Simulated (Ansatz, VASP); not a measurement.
One calculation of ZnS, two programs

Contents of POSCAR:

```
ZnS
1.0
    0.0000000000      2.7020000000      2.7020000000
    2.7020000000      0.0000000000      2.7020000000
    2.7020000000      2.7020000000      0.0000000000
Zn S
1 1
Direct
    0.2500000000      0.2500000000      0.2500000000
    0.0000000000      0.0000000000      0.0000000000
```

File INCAR.step1:

```
PREC = Accurate
ENCUT = 600
ISMEAR = -1
SIGMA = 0.02
LREAL = False
LASPH = True
NELM = 100
GGA = PE
ALGO = Normal
EDIFF = 1E-4
LWAVE = True
LCHARG = False
```

INCAR.step2

```
PREC = Accurate
ENCUT = 600
EDIFF = 1E-7
ISMEAR = -1
SIGMA = 0.02
LREAL = False
LASPH = True
NELM = 100
ALGO = Normal
ISIF = 3
LWAVE = False
LCHARG = False
METAGGA = R2SCAN
LMIXTAU = True
IBRION = 2
NSW = 80
EDIFFG = -0.01
ISTART = 1
```

Contents of KPOINTS:

```
regular mesh
0
Gamma
  8 8 8
```

Input for Ansatz:

```yaml
crystal:
  lattice:
    - [0.0, 2.702, 2.702]
    - [2.702, 0.0, 2.702]
    - [2.702, 2.702, 0.0]
  atoms:
    - { symbol: Zn, position: [0.25, 0.25, 0.25] }
    - { symbol: S, position: [0.0, 0.0, 0.0] }
  symmetry: { tolerance: 0.0003 }
hamiltonian:
  xc: r2scan
  pseudopotentials: { kind: paw, azcp: { folder: soft_1 } }
basis:
  ecutwfc: 500
magnetization:
  spin_polarized: false
scf:
  occupations: { method: fermi_dirac, width: 0.02 }
kpoints:
  mp_grid: { grid: [8, 8, 8], shift: [0, 0, 0] }
output:
  forces: true
  stress: true
  eigenvalues: true
relax:
  max_steps: 60
  cell: {}
```

Alike in both runs: task relaxation of cell and atoms; functional r2SCAN; k mesh 8 × 8 × 8; occupations fermi-dirac, width 0.02 eV; no spin polarisation.

|  | VASP | Ansatz |
| --- | --- | --- |
| version | VASP 6.6.1 | Ansatz 0.2.0 |
| potentials or method | VASP PAW PBE potentials, release 64 (Zn, S), cutoff 600 eV | PAW plane waves |
| valence electrons in the cell | 18 | 18 |

|  | VASP | Ansatz | Ansatz less VASP |
| --- | --- | --- | --- |
| gap on the k mesh at the Fermi level, each at its own relaxed structure (eV) | 2.72 | 2.70 | -0.020 |
| relaxed volume (Å³/atom) | 19.55 | 19.58 | +0.027 |
| relaxed cell length with the largest relative difference (Å) | 3.810 | 3.812 | +0.0018 |

VASP's potentials were made for PBE, not for r2SCAN.
